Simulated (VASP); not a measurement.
# C (Fd-3m) in VASP: further runs

The runs below take C through single point, with LDA, SVWN5, r2SCAN, PBEsol+D4.

Program: VASP 6.6.1. These are calculated values, not measurements. Logs are shortened: lines on timing, memory, paths and dates and some standing lists are left out, and cuts for length are marked.

## (1) The cell of the first run

It takes space group Fd-3m (No. 227, cubic). The conventional cell has a = 3.494 Å, b = 3.494 Å, c = 3.494 Å, α = 90.00°, β = 90.00°, γ = 90.00°. C (site symmetry -43m) has 4 C at 1.51 Å within 2.0 Å.

## (2) Single point, LDA

Input file INCAR:

```
PREC = Accurate
ENCUT = 910
EDIFF = 1E-6
ISMEAR = -1
SIGMA = 0.05
LREAL = F
LASPH = T
NELM = 120
ALGO = Normal
ISIF = 2
LWAVE = F
LCHARG = T
GGA = CA
LELF = T
LVHAR = T
NBANDS = 11
GGA_COMPAT = F
```

Input file KPOINTS:

```
Automatic mesh
0
Gamma
  13 13 13
```

Input file POSCAR:

```
C
1.0
    0.0000000000      1.7469644787      1.7469644787
    1.7469644787      0.0000000000      1.7469644787
    1.7469644787      1.7469644787      0.0000000000
C
2
Direct
    0.7500000000      0.7500000000      0.7500000000
    0.5000000000      0.5000000000      0.5000000000
```

Potentials or basis: VASP PAW LDA potentials, release 64 (C_h).

On the command line:

```sh
$ cat potpaw_LDA.64/C_h/POTCAR > POTCAR
$ mpirun -np 1 vasp_std > vasp.out
```

OUTCAR:

```text
PREC = Accurate
   ENCUT = 910
   EDIFF = 1E-6
   ISMEAR = -1
   LREAL = F
   LASPH = T
   NELM = 120
   ISIF = 2
   GGA = CA

 ion  position               nearest neighbor table
   1  0.750  0.750  0.750-   2 1.51   2 1.51   2 1.51   2 1.51
   2  0.500  0.500  0.500-   1 1.51   1 1.51   1 1.51   1 1.51

  LATTYP: Found a face centered cubic cell.
 ALAT       =     3.4939289574

  Lattice vectors:

 A1 = (   0.0000000000,   1.7469644787,   1.7469644787)
 A2 = (   1.7469644787,   0.0000000000,   1.7469644787)
 A3 = (   1.7469644787,   1.7469644787,   0.0000000000)

Analysis of symmetry for initial positions (statically):
=====================================================================
 Subroutine PRICEL returns:
 Original cell was already a primitive cell.

 Routine SETGRP: Setting up the symmetry group for a
 face centered cubic supercell.

 Subroutine GETGRP returns: Found 48 space group operations
 (whereof 24 operations were pure point group operations)
 out of a pool of 48 trial point group operations.

The static configuration has the point symmetry T_d .
 The point group associated with its full space group is O_h .

Analysis of symmetry for dynamics (positions and initial velocities):
=====================================================================
 Subroutine PRICEL returns:
 Original cell was already a primitive cell.

 Routine SETGRP: Setting up the symmetry group for a
 face centered cubic supercell.

 Subroutine GETGRP returns: Found 48 space group operations
 (whereof 24 operations were pure point group operations)
 out of a pool of 48 trial point group operations.

The dynamic configuration has the point symmetry T_d .
 The point group associated with its full space group is O_h .

 Subroutine INISYM returns: Found 48 space group operations
 (whereof 24 operations are pure point group operations),
 and found     1 'primitive' translations

----------------------------------------------------------------------------------------

                                     Primitive cell

  volume of cell :      10.6631

  direct lattice vectors                    reciprocal lattice vectors
     0.000000000  1.746964479  1.746964479    -0.286210742  0.286210742  0.286210742
     1.746964479  0.000000000  1.746964479     0.286210742 -0.286210742  0.286210742
     1.746964479  1.746964479  0.000000000     0.286210742  0.286210742 -0.286210742

  length of vectors
     2.470580859  2.470580859  2.470580859     0.495731547  0.495731547  0.495731547

  position of ions in fractional coordinates (direct lattice)
     0.750000000  0.750000000  0.750000000
     0.500000000  0.500000000  0.500000000

  ion indices of the primitive-cell ions
   primitive index   ion index
                 1           1
                 2           2

----------------------------------------------------------------------------------------

 KPOINTS: Automatic mesh

Automatic generation of k-mesh.
 Grid dimensions read from file:
 generate k-points for:   13   13   13

 Generating k-lattice:

  Cartesian coordinates                     Fractional coordinates (reciprocal lattice)
    -0.022016211  0.022016211  0.022016211     0.076923077  0.000000000  0.000000000
     0.022016211 -0.022016211  0.022016211     0.000000000  0.076923077  0.000000000
     0.022016211  0.022016211 -0.022016211     0.000000000  0.000000000  0.076923077

  Length of vectors
     0.038133196  0.038133196  0.038133196

  Shift w.r.t. Gamma in fractional coordinates (k-lattice)
     0.000000000  0.000000000  0.000000000

 Subroutine IBZKPT returns following result:
 ===========================================

 Found     84 irreducible k-points:

 Following reciprocal coordinates:
            Coordinates               Weight
  0.000000  0.000000  0.000000      1.000000
  0.076923  0.000000  0.000000      8.000000
  0.153846  0.000000  0.000000      8.000000
  0.230769  0.000000  0.000000      8.000000
  0.307692  0.000000  0.000000      8.000000
  0.384615  0.000000  0.000000      8.000000
[... 16 lines left out ...]
  0.384615  0.153846  0.000000     24.000000
  0.461538  0.153846  0.000000     24.000000
 [... further k-points ...]
   k-points           NKPTS =     84   k-points in BZ     NKDIM =     84   number of bands    NBANDS=     11
   number of dos      NEDOS =    301   number of ions     NIONS =      2
   total plane-waves  NPLWV =  13824
   dimension x,y,z NGX =    24 NGY =   24 NGZ =   24
   dimension x,y,z NGXF=    48 NGYF=   48 NGZF=   48
   ions per type =               2
   NGX,Y,Z   is equivalent  to a cutoff of  16.15, 16.15, 16.15 a.u.
   NGXF,Y,Z  is equivalent  to a cutoff of  32.30, 32.30, 32.30 a.u.
 SYSTEM =  unknown system
   PREC   = accura    normal or accurate (medium, high low for compatibility)
   ISTART =      0    job   : 0-new  1-cont  2-samecut
   ICHARG =      2    charge: 1-file 2-atom 10-const
   ISPIN  =      1    spin polarized calculation?
   LNONCOLLINEAR =      F non collinear calculations
   LSORBIT =      F    spin-orbit coupling
   LASPH  =      T    aspherical Exc in radial PAW
   ENCUT  =  910.0 eV  66.88 Ry    8.18 a.u.   6.08  6.08  6.08*2*pi/ulx,y,z
   NELM   =    120;   NELMIN=  2; NELMDL= -5     # of ELM steps
   EDIFF  = 0.1E-05   stopping-criterion for ELM
   LREAL  =      F    real-space projection
   EDIFFG = 0.1E-04   stopping-criterion for IOM
   NSW    =      0    number of steps for IOM
   IBRION =     -1    ionic relax: 0-MD 1-quasi-New 2-CG
   NFREE  =      0    steps in history (QN), initial steepest desc. (CG)
   ISIF   =      2    stress and relaxation
   ISYM   =      2    0-nonsym 1-usesym 2-fastsym
   POTIM  = 0.5000    time-step for ionic-motion
   TEBEG  =    0.0;   TEEND  =   0.0 temperature during run
   PSTRESS=    0.0 pullay stress
   NELECT =       8.0000    total number of electrons
   NUPDOWN=      -1.0000    fix difference up-down
   EMIN   =  10.00;   EMAX   =-10.00  energy-range for DOS
   EFERMI =   0.00;   METHOD = LEGACY
   ISMEAR =    -1;   SIGMA  =   0.05  broadening in eV -4-tet -1-fermi 0-gaus
   EFERMI_NEDOS =   21; number of points for ismear=-14 and -15
   IALGO  =     38    algorithm
   IMIX   =      4    mixing-type and parameters
     AMIX     =   0.40;   BMIX     =  1.00
     AMIX_MAG =   1.60;   BMIX_MAG =  1.00
  volume/ion in A,a.u.               =       5.33        35.98
  Fermi-wavevector in a.u.,A,eV,Ry     =   1.487570  2.811100 30.107851  2.212865
  Thomas-Fermi vector in A             =   2.600714
   LORBIT       =      0    0 simple, 1 ext, 2 COOP (PROOUT), +10 PAW based schemes
   GGA     = CA    functional components
   LHFCALC =     F    Hartree Fock is set to
   AEXX    =    0.0000 exact exchange contribution
   IVDW    =     0    specifies the selected vdW correction
   LEPSILON=     F    determine dielectric tensor
   LRPA    =     F    only Hartree local field effects (RPA)
 non-spin polarized calculation
  energy-cutoff  :      910.00
  volume of cell :       10.66
 maximum number of plane-waves:       678
   NGX = 13   NGY = 13   NGZ = 13

 number of electron       8.0000000 magnetization

 Free energy of the ion-electron system (eV)
  ---------------------------------------------------
  ext. energy  EPLUGINS =         0.00000000
  ---------------------------------------------------
  free energy    TOTEN  =       -20.24686798 eV

  energy without entropy =      -20.24686798  energy(sigma->0) =      -20.24686798

 E-fermi :  12.8555     XC(G=0): -13.9594

 val. band max:       11.8661389283   @ k =   0.0000   0.0000   0.0000
 cond. band min:      16.1255454917   @ k =   0.3846   0.3846   0.0000
 fundamental gap:      4.2594065634
 Fermi energy:        12.8554602296

 k-point     1 :       0.0000    0.0000    0.0000
  band No.  band energies     occupation
      1     -10.2961      2.00000
      2      11.8661      2.00000
      3      11.8661      2.00000
      4      11.8661      2.00000
      5      17.5843      0.00000
      6      17.5843      0.00000
      7      17.5843      0.00000
      8      26.8566      0.00000
      9      31.7046      0.00000
     10      39.1877      0.00000
     11      39.1877      0.00000

 k-point     2 :       0.0769    0.0000    0.0000
  band No.  band energies     occupation
      1     -10.1255      2.00000
      2      10.7576      2.00000
      3      11.5682      2.00000
      4      11.5682      2.00000
      5      17.9732      0.00000
      6      17.9732      0.00000
      7      18.2808      0.00000
      8      26.9252      0.00000
      9      31.9754      0.00000
     10      36.9811      0.00000
     11      36.9811      0.00000

 k-point     3 :       0.1538    0.0000    0.0000
  band No.  band energies     occupation
      1      -9.6153      2.00000
      2       8.4072      2.00000
      3      10.9008      2.00000
      4      10.9008      2.00000
      5      18.8468      0.00000
      6      18.8468      0.00000
      7      19.4676      0.00000
      8      27.1188      0.00000
      9      32.5759      0.00000
     10      35.3093      0.00000
     11      35.3093      0.00000

 k-point     4 :       0.2308    0.0000    0.0000
  band No.  band energies     occupation
      1      -8.7705      2.00000
      2       5.7140      2.00000
      3      10.1829      2.00000
      4      10.1829      2.00000
      5      19.7146      0.00000
      6      19.7146      0.00000
      7      20.4423      0.00000
      8      27.3889      0.00000
      9      33.0542      0.00000
     10      34.6801      0.00000
     11      34.6801      0.00000
[... 239 lines left out ...]
 k-point    22 :       0.3077    0.1538    0.0000
  band No.  band energies     occupation
      1      -7.8209      2.00000
      2       5.0605      2.00000
      3       8.0760      2.00000
      4       8.8267      2.00000
      5      18.0172      0.00000
      6      22.7000      0.00000
      7      22.7765      0.00000
      8      24.4447      0.00000
      9      33.4434      0.00000
     10      33.9479      0.00000
     11      39.1482      0.00000

 k-point    23 :       0.3846    0.1538    0.0000
  band No.  band energies     occupation
      1      -6.5586      2.00000
      2       2.5470      2.00000
      3       7.7683      2.00000
      4       8.0145      2.00000
      5      18.7104      0.00000
      6      22.9510      0.00000
      7      23.2942      0.00000
      8      24.9666      0.00000
      9      33.5688      0.00000
     10      34.7484      0.00000
     11      39.5614      0.00000

 k-point    24 :       0.4615    0.1538    0.0000
  band No.  band energies     occupation
      1      -5.0306      2.00000
      2       0.1844      2.00000
      3       7.2764      2.00000
      4       7.7319      2.00000
      5      19.1296      0.00000
      6      22.7918      0.00000
      7      23.5944      0.00000
      8      26.2317      0.00000
      9      32.9194      0.00000
     10      36.0871      0.00000
     11      39.6785      0.00000

 [... further k-points ...]
[... 5 lines left out ...]
  --------------------------------------------------------------------------------------
  -------------------------------------------------------------------------------------
  Total        1.1128808      1.1128808      1.1128808     -0.0000000      0.0000000     -0.0000000
  in kB      167.2156877    167.2156877    167.2156877     -0.0000000      0.0000000     -0.0000000
  external PRESSURE =     167.2156877 kB  Pullay stress =       0.0000000 kB

 VOLUME and BASIS-vectors are now :
 -----------------------------------------------------------------------------
  energy-cutoff  :      910.00
  volume of cell :       10.66
      direct lattice vectors                 reciprocal lattice vectors
     0.000000000  1.746964479  1.746964479    -0.286210742  0.286210742  0.286210742
     1.746964479  0.000000000  1.746964479     0.286210742 -0.286210742  0.286210742
     1.746964479  1.746964479  0.000000000     0.286210742  0.286210742 -0.286210742

 POSITION                                       TOTAL-FORCE (eV/Angst)
 -----------------------------------------------------------------------------------
      2.62045      2.62045      2.62045         0.000000      0.000000      0.000000
      1.74696      1.74696      1.74696        -0.000000     -0.000000     -0.000000
 -----------------------------------------------------------------------------------
    total drift:                                0.000000      0.000000      0.000000

  FREE ENERGIE OF THE ION-ELECTRON SYSTEM (eV)
  ---------------------------------------------------
  free  energy   TOTEN  =       -20.2468679785 eV

  energy  without entropy=      -20.2468679785  energy(sigma->0) =      -20.24686798
```

Wall time 4.7 s (1 thread of Intel Xeon 6975P-C (Granite Rapids), shared host); peak memory 0.13 GiB.

Results:

```
Free energy            : -20.2469 eV
Pressure               : 16.7 GPa
Band gap on the k mesh : 4.26 eV, indirect (least direct gap 5.72 eV)
```

Levels at points of the mesh, in eV from the valence-band top:
```
           k point  band 1  band 2  band 3  band 4  band 5  band 6  band 7  band 8  band 9
(0.00, 0.00, 0.00)  -22.16    0.00    0.00    0.00    5.72    5.72    5.72   14.99   19.84
```

Caveat: the cutoff is under 1.25 times the usual one of these potentials, so pressure, stress and relaxed cells hold a basis-set (Pulay) error.

## (3) Single point, SVWN5

This run uses another cell than the first one, of 5.50 Å³/atom, 1.032 times its volume.

Input file INCAR:

```
ALGO = Normal
EDIFF = 1E-6
ENCUT = 910
GGA = VW
GGA_COMPAT = False
ISIF = 2
ISMEAR = -1
LASPH = True
LCHARG = False
LREAL = False
LWAVE = False
NBANDS = 11
NELM = 120
PREC = Accurate
SIGMA = 0.05
```

Input file KPOINTS:

```
k-points
0
Gamma
  13 13 13
```

Input file POSCAR:

```
C
1.0
    0.0000000000      1.7655093070      1.7655093070
    1.7655093070      0.0000000000      1.7655093070
    1.7655093070      1.7655093070      0.0000000000
C
2
Direct
    0.7500000000      0.7500000000      0.7500000000
    0.5000000000      0.5000000000      0.5000000000
```

Potentials or basis: VASP PAW PBE potentials, release 64 (C_h).

On the command line:

```sh
$ cat potpaw_PBE.64/C_h/POTCAR > POTCAR
$ mpirun -np 1 vasp_std > vasp.out
```

It took 9.2 s on 1 thread of Intel Xeon 6975P-C (Granite Rapids), shared host; peak memory 0.14 GiB.

It converged, with:

```yaml
Free_energy: -20.3248 eV
Pressure: 0.6 GPa
Band_gap_on_the_k_mesh: 4.19 eV, indirect (least direct gap 5.63 eV)
```

Levels at points of the mesh, in eV from the valence-band top:
```
           k point  band 1  band 2  band 3  band 4  band 5  band 6  band 7  band 8
(0.00, 0.00, 0.00)  -21.73    0.00    0.00    0.00    5.63    5.63    5.63   14.27
```

Caveat: the cutoff is under 1.25 times the usual one of these potentials, so pressure, stress and relaxed cells hold a basis-set (Pulay) error; the PAW data sets were made with another functional, which shifts forces and pressure a little. A k mesh can miss the band edges.

## (4) Single point, r2SCAN

This run uses another cell than the first one, of 5.67 Å³/atom, 1.064 times its volume.

Input file POSCAR:

```
C
1.0
    0.0000000000      1.7833700000      1.7833700000
    1.7833700000      0.0000000000      1.7833700000
    1.7833700000      1.7833700000      0.0000000000
C
2
Direct
    0.7500000000      0.7500000000      0.7500000000
    0.5000000000      0.5000000000      0.5000000000
```

Input file INCAR.step1:

```
SYSTEM = C
PREC = Accurate ; ENCUT = 910
ISMEAR = -1 ; SIGMA = 0.05
LREAL = .FALSE. ; LASPH = .TRUE.
NELM = 120 ; NBANDS = 11
GGA = PE ; ALGO = Normal
EDIFF = 1E-5 ; LWAVE = .TRUE.
LCHARG = .FALSE. ; GGA_COMPAT = .FALSE.
```

Input file INCAR.step2:

```
SYSTEM = C
PREC = Accurate ; ENCUT = 910
EDIFF = 1E-6 ; ISMEAR = -1
SIGMA = 0.05 ; LREAL = .FALSE.
LASPH = .TRUE. ; NELM = 120
ALGO = Normal ; ISIF = 2
LWAVE = .FALSE. ; LCHARG = .FALSE.
METAGGA = R2SCAN ; LMIXTAU = .TRUE.
NBANDS = 11 ; ISTART = 1
GGA_COMPAT = .FALSE.
```

Input file KPOINTS:

```
regular mesh
0
G
  7 7 7
  0 0 0
```

On the command line:

```sh
$ cat potpaw_PBE.64/C_h/POTCAR > POTCAR
$ cp INCAR.step1 INCAR
$ mpirun -np 1 vasp_std > vasp.out
$ cp INCAR.step2 INCAR
$ mpirun -np 1 vasp_std > vasp.out
```

Run time: 23 s. Hardware: 1 thread of Intel Xeon Platinum 8488C (Sapphire Rapids), shared host; peak memory 0.15 GiB.

The run converged. Its results:

- Free energy: -19.7160 eV
- Pressure: -3.2 GPa
- Band gap on the k mesh: 4.50 eV, indirect (least direct gap 5.88 eV)

Levels at points of the mesh, in eV from the valence-band top:
| k point | band 1 | band 2 | band 3 | band 4 | band 5 | band 6 | band 7 | band 8 |
| --- | --- | --- | --- | --- | --- | --- | --- | --- |
| (0.00, 0.00, 0.00) | -22.67 | 0.00 | 0.00 | 0.00 | 5.88 | 5.88 | 5.88 | 13.85 |

Caveat: the k points lie up to 0.44 Å⁻¹ apart; the cutoff is under 1.25 times the usual one of these potentials, so pressure, stress and relaxed cells hold a basis-set (Pulay) error; the PAW data sets were made with another functional, which shifts forces and pressure a little. A k mesh can miss the band edges.

## (5) Single point, PBEsol+D4

This run uses another cell than the first one, of 5.56 Å³/atom, 1.043 times its volume.

Input file INCAR:

```
  ALGO = Normal
  EDIFF = 1E-6
  ENCUT = 910
  GGA = PS
  GGA_COMPAT = False
  ISIF = 2
  ISMEAR = -1
  IVDW = 13
  LASPH = True
  LCHARG = True
  LELF = True
  LREAL = False
  LVHAR = True
  LWAVE = False
  NBANDS = 11
  NELM = 120
  PREC = Accurate
  SIGMA = 0.05
```

Input file KPOINTS:

```
k-points
0
Gamma
  13 13 13
```

Input file POSCAR:

```
C
1.0
    0.0000000000      1.7714007132      1.7714007132
    1.7714007132      0.0000000000      1.7714007132
    1.7714007132      1.7714007132      0.0000000000
C
2
Direct
    0.7500000000      0.7500000000      0.7500000000
    0.5000000000      0.5000000000      0.5000000000
```

On the command line:

```sh
$ cat potpaw_PBE.64/C_h/POTCAR > POTCAR
$ mpirun -np 1 vasp_std > vasp.out
```

Run time: 21 s. Hardware: 1 thread of Intel Xeon Platinum 8488C (Sapphire Rapids), shared host; peak memory 0.15 GiB.

The run converged. Its results:

| Quantity | Value |
| --- | --- |
| Free energy | -19.5168 eV |
| Pressure | 1.1 GPa |
| Band gap on the k mesh | 4.06 eV, indirect (least direct gap 5.60 eV) |
| Dispersion energy per atom | -0.121 eV |

Levels at points of the mesh, in eV from the valence-band top:
| k point | band 1 | band 2 | band 3 | band 4 | band 5 | band 6 | band 7 | band 8 | band 9 |
| --- | --- | --- | --- | --- | --- | --- | --- | --- | --- |
| (0.00, 0.00, 0.00) | -21.79 | 0.00 | 0.00 | 0.00 | 5.60 | 5.60 | 5.60 | 13.84 | 19.23 |

Caveat: the cutoff is under 1.25 times the usual one of these potentials, so pressure, stress and relaxed cells hold a basis-set (Pulay) error; the PAW data sets were made with another functional, which shifts forces and pressure a little. PBEsol gaps usually lie below the measured ones, often by a third to a half.

## (6) Overview

| level | potentials or basis | cell | k mesh | gap on the mesh (eV) | pressure (GPa) |
| --- | --- | --- | --- | --- | --- |
| LDA | VASP PAW LDA potentials, release 64 (C_h) | a = 2.471 Å, angles 60.0°, 2 atoms | 13 × 13 × 13 | 4.26 | 16.7 |
| SVWN5 | VASP PAW PBE potentials, release 64 (C_h) | a = 2.497 Å, angles 60.0°, 2 atoms | 13 × 13 × 13 | 4.19 | 0.6 |
| r2SCAN | VASP PAW PBE potentials, release 64 (C_h) | a = 2.522 Å, angles 60.0°, 2 atoms | 7 × 7 × 7 | 4.50 | -3.2 |
| PBEsol+D4 | VASP PAW PBE potentials, release 64 (C_h) | a = 2.505 Å, angles 60.0°, 2 atoms | 13 × 13 × 13 | 4.06 | 1.1 |

Alike in all rows: task single point; no spin polarisation; cutoff (eV) 910; smearing fermi-dirac 0.05 eV.

Caveats: some runs use coarse meshes; the cutoff is under 1.25 times the usual one of these potentials, so pressure, stress and relaxed cells hold a basis-set (Pulay) error; the PAW data sets were made with another functional, which shifts forces and pressure a little (some runs).

Absolute energies hang on the potentials; compare differences alone.
